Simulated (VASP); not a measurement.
Set up this calculation in VASP 6.6.1, as the native input.

```yaml
Task: single point
Functional: PBE
Potentials_or_basis: VASP PAW PBE potentials, release 64 (O, Ni)
Cutoff: 520 eV
k_mesh: 8 × 8 × 8
Occupations: fermi-dirac, width 0.03 eV
Spin: collinear spin, antiferromagnetic start
Starting_moments: "[0.0, 0.0, 0.8, -0.8] μB"
Hubbard_terms: Ni d U = 6.6 eV
Dipole_correction: no
Further_INCAR_settings: ALGO = Normal; EDIFF = 1e-07; NBANDS = 28
```

The structure of NiO lies in POSCAR:

```
NiO
1.0
    4.1771000000      2.0885500000      2.0885500000
    2.0885500000      4.1771000000      2.0885500000
    2.0885500000      2.0885500000      4.1771000000
O Ni
2 2
Direct
    0.2500000000      0.2500000000      0.2500000000
    0.7500000000      0.7500000000      0.7500000000
    0.0000000000      0.0000000000      0.0000000000
    0.5000000000      0.5000000000      0.5000000000
```

These files were run (other wordings do the same):

INCAR

```
PREC = Accurate
ENCUT = 520
EDIFF = 1E-7
ISMEAR = -1
SIGMA = 0.03
LREAL = False
LASPH = True
NELM = 150
ALGO = Normal
ISIF = 2
LWAVE = False
LCHARG = False
ISPIN = 2
MAGMOM = 0 0 0.8 -0.8
LORBIT = 11
LMAXMIX = 4
LDAU = True
LDAUTYPE = 2
LDAUL = -1 2
LDAUU = 0 6.6
LDAUJ = 0 0
LDAUPRINT = 1
GGA = PE
NBANDS = 28
```

KPOINTS

```
regular mesh
0
Gamma
  8 8 8
```

Potentials or basis: VASP PAW PBE potentials, release 64 (O, Ni).

Run with:

```console
$ cat potpaw_PBE.64/O/POTCAR potpaw_PBE.64/Ni/POTCAR > POTCAR
$ mpirun -np 1 vasp_std > vasp.out
```

Results of the run:

```yaml
Pressure: 0.4 GPa
Band_gap_on_the_k_mesh: 3.46 eV
Net_moment: 0.00 μB per cell
Site_moments: O +0.00; Ni +1.77, -1.77 μB
Valence_electrons_inside_the_program's_atomic_spheres: O 5.03; Ni 9.01
```

Wall time 15 min on 1 thread of Intel Xeon 8259CL, with other jobs on the host, peak memory 0.31 GiB.
